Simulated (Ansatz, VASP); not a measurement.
# One calculation of Bi, two programs

The input INCAR:

```
SYSTEM = Bi
ALGO = Normal ; EDIFF = 1E-6
ENCUT = 520 ; ISIF = 2
ISMEAR = -1 ; LASPH = .TRUE.
LCHARG = .FALSE. ; LREAL = .FALSE.
LWAVE = .FALSE. ; NBANDS = 22
NELM = 80 ; PREC = Accurate
SIGMA = 0.03
```

The input KPOINTS:

```
k-points
0
G
  11 11 11
  0 0 0
```

POSCAR

```
Bi
1.0
    2.2729996784      1.3123169762      3.8353800000
   -2.2729996784      1.3123169762      3.8353800000
    0.0000000000     -2.6246339523      3.8353800000
Bi
2
Direct
    0.2338900000      0.2338900000      0.2338900000
    0.7661100000      0.7661100000      0.7661100000
```

Input for Ansatz:

```yaml
crystal:
  lattice:
    - [2.2729996784, 1.3123169762, 3.83538]
    - [-2.2729996784, 1.3123169762, 3.83538]
    - [0.0, -2.6246339523, 3.83538]
  atoms:
    - { symbol: Bi, position: [0.23389, 0.23389, 0.23389] }
    - { symbol: Bi, position: [0.76611, 0.76611, 0.76611] }
kpoints:
  mp_grid: { grid: [11, 11, 11] }
  band_path:
    path:
      - [0.0, 0.0, 0.0]
      - [0.5, 0.5, 0.5]
      - [0.7552839571, 0.2447160429, 0.5]
      - [0.5, -0.2447160429, 0.2447160429]
      - [0.5, 0.0, 0.0]
      - [0.0, 0.0, 0.0]
      - [0.3723580214, -0.3723580214, 0.0]
      - [0.6276419786, 0.0, 0.3723580214]
      - [0.5, 0.0, 0.5]
    npoints: 5
scf:
  occupations: { method: fermi_dirac, width: 0.03 }
hamiltonian:
  xc: lda
  pseudopotentials: { kind: all_electron, lapw: { basis_error: 0.00025 } }
output:
  forces: true
  stress: true
  eigenvalues: true
```

Change from the starting cell: zz strain of -3 %.

Alike in both runs: task single point; functional LDA; k mesh 11 × 11 × 11; occupations fermi-dirac, width 0.03 eV; no spin polarisation.

```csv
,VASP,Ansatz
version,VASP 6.6.1,Ansatz 0.2.0
potentials or method,"VASP PAW LDA potentials, release 64 (Bi_d), cutoff 520 eV","all-electron LAPW, scalar-relativistic"
```

```tsv
	VASP	Ansatz	Ansatz less VASP
pressure (GPa)	-0.5	-0.6	-0.07
traceless stress, the component that is largest in VASP (GPa)	0.55	0.57	+0.026
rms of the force components (eV/Å)	0.138	0.126	-0.0123
```

LDA's correlation is that of Perdew and Zunger in VASP and of Perdew and Wang (1992) in Ansatz. Atom by atom the forces differ by 0.012 eV/Å (rms over components). Ansatz ran all-electron here, and VASP with PAW potentials.

Spin-orbit coupling is off throughout.
